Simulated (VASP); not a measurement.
Input of a VASP 6.6.1 run:

POSCAR

```
Sn
1.0
   -1.9081012531      1.9081012531      1.9081012531
    1.9081012531     -1.9081012531      1.9081012531
    1.9081012531      1.9081012531     -1.9081012531
Sn
1
Direct
    0.0000000000      0.0000000000      0.0000000000
```

Contents of INCAR.step1:

```
  ALGO = Normal
  EDIFF = 1E-6
  ENCUT = 520
  GGA = PE
  GGA_COMPAT = F
  ISIF = 2
  ISMEAR = 0
  LASPH = T
  LCHARG = T
  LNONCOLLINEAR = T
  LORBMOM = T
  LREAL = F
  LSORBIT = T
  LWAVE = F
  MAGMOM = 0 0 0
  NBANDS = 25
  NELM = 150
  PREC = Accurate
  SIGMA = 0.05
```

Contents of KPOINTS.step1:

```
k-points
0
Gamma
  16 16 16
```

INCAR.step2

```
  ALGO = Normal
  EDIFF = 1E-6
  ENCUT = 520
  GGA = PE
  GGA_COMPAT = F
  ICHARG = 11
  ISIF = 2
  ISMEAR = -5
  LASPH = T
  LCHARG = F
  LNONCOLLINEAR = T
  LORBIT = 11
  LORBMOM = T
  LREAL = F
  LSORBIT = T
  LWAVE = F
  MAGMOM = 0 0 0
  NEDOS = 1001
  NELM = 150
  PREC = Accurate
  SIGMA = 0.05
```

Contents of KPOINTS.step2:

```
k-points
0
Gamma
  24 24 24
```

Potentials or basis: VASP PAW PBE potentials, release 64 (Sn_d).

The run is started by

```bash
$ cat potpaw_PBE.64/Sn_d/POTCAR > POTCAR
$ cp INCAR.step1 INCAR
$ cp KPOINTS.step1 KPOINTS
$ mpirun -np 1 vasp_ncl > vasp.out
$ cp INCAR.step2 INCAR
$ cp KPOINTS.step2 KPOINTS
$ mpirun -np 1 vasp_ncl > vasp.out
```

Problem. Predict the net moment.

Solution. 0.00 μB per cell.

Moments on the atoms (μB; x, y, z):
```
Sn  0.00 0.00 0.00
```
